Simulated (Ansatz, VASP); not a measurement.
**ZnS in VASP and in Ansatz**

POSCAR

```
ZnS
1.0
    5.3890263884      0.0000000000      0.0000000000
    0.0000000000     -5.3890263884      0.0000000000
    0.0000000000      0.0000000000     -5.3890263884
Zn S
4 4
Direct
    0.0590455545      0.0590455545      0.0000000000
    0.5000000000      0.5000000000      0.0000000000
    0.5000000000      0.0000000000      0.5000000000
    0.0000000000      0.5000000000      0.5000000000
    0.7500000000      0.7500000000      0.7500000000
    0.2500000000      0.2500000000      0.7500000000
    0.2500000000      0.7500000000      0.2500000000
    0.7500000000      0.2500000000      0.2500000000
```

The input INCAR.step1:

```
PREC = Accurate
ENCUT = 520
ISMEAR = 0
SIGMA = 0.05
LREAL = False
LASPH = True
NELM = 60
NBANDS = 46
GGA = PE
ALGO = Normal
EDIFF = 1E-4
LWAVE = True
LCHARG = False
```

Contents of INCAR.step2:

```
PREC = Accurate
ENCUT = 520
EDIFF = 1E-7
ISMEAR = 0
SIGMA = 0.05
LREAL = False
LASPH = True
NELM = 60
ALGO = Normal
ISIF = 2
LWAVE = False
LCHARG = True
METAGGA = R2SCAN
LMIXTAU = True
LELF = True
LVHAR = True
NBANDS = 46
ISTART = 1
```

Contents of KPOINTS:

```
regular mesh
0
Gamma
  4 4 4
```

Input for Ansatz:

```yaml
crystal:
  lattice:
    - [5.3890263884, 0.0, 0.0]
    - [0.0, -5.3890263884, 0.0]
    - [0.0, 0.0, -5.3890263884]
  atoms:
    - { symbol: Zn, position: [0.0590455545, 0.0590455545, 0.0] }
    - { symbol: Zn, position: [0.5, 0.5, 0.0] }
    - { symbol: Zn, position: [0.5, 0.0, 0.5] }
    - { symbol: Zn, position: [0.0, 0.5, 0.5] }
    - { symbol: S, position: [0.75, 0.75, 0.75] }
    - { symbol: S, position: [0.25, 0.25, 0.75] }
    - { symbol: S, position: [0.25, 0.75, 0.25] }
    - { symbol: S, position: [0.75, 0.25, 0.25] }
basis:
  ecutwfc: 500
kpoints:
  mp_grid: { grid: [4, 4, 4] }
hamiltonian:
  xc: r2scan
scf:
  occupations: { method: gaussian, width: 0.05 }
output:
  forces: true
  stress: true
  eigenvalues: true
```

Alike in both runs: task single point; functional r2SCAN; k mesh 4 × 4 × 4; occupations gaussian, width 0.05 eV; no spin polarisation.

|  | VASP | Ansatz |
| --- | --- | --- |
| version | VASP 6.6.1 | Ansatz 0.2.0 |
| potentials or method | VASP PAW PBE potentials, release 64 (Zn, S), cutoff 520 eV | scalar-relativistic, plane waves, PAW |
| valence electrons in the cell | 72 | 72 |

```tsv
	VASP	Ansatz	Ansatz less VASP
gap on the k mesh at the Fermi level (eV)	2.43	2.43	-0.003
least direct gap on the mesh (eV)	2.43	2.43	-0.003
pressure (GPa)	2.2	2.0	-0.12
traceless stress, the component that is largest in VASP (GPa)	2.71	2.66	-0.044
rms of the force components (eV/Å)	1.340	1.316	-0.0236
```

VASP's potentials were made for PBE, not for r2SCAN. Atom by atom the forces differ by 0.024 eV/Å (rms over components). The functional is the same, so the differences come from potentials, cutoffs and numerics.
